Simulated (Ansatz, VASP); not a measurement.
**Cd in VASP and in Ansatz**

```
Cd
1.0
     2.88186    0.00000    0.00000
    -1.44093    2.49577    0.00000
     0.00000    0.00000    5.63837
Cd
2
Direct
  0.33333 0.66667 0.25000
  0.66667 0.33333 0.75000
```

Alike in both runs: task single point; functional LDA; k mesh 8 × 8 × 4; occupations fermi-dirac, width 0.1 eV; no spin polarisation.

```csv
,VASP,Ansatz
version,VASP 6.6.1,Ansatz 0.2.0
potentials or method,"VASP PAW LDA potentials, release 64 (Cd_sv_GW), cutoff 630 eV","plane waves (420 eV) with PAW, scalar-relativistic"
valence electrons in the cell,40,40
```

VASP gave:

- pressure (GPa): 0.4
- traceless stress, the component that is largest in VASP (GPa): -3.18

**Question.** Estimate Ansatz's values.

**Answer.** Pressure (GPa): 0.5; traceless stress, the component that is largest in VASP (GPa): -3.02.

Ansatz warns that its potentials were made for another functional, while VASP's fit it. LDA's correlation is that of Perdew and Zunger in VASP and of Perdew and Wang (1992) in Ansatz.
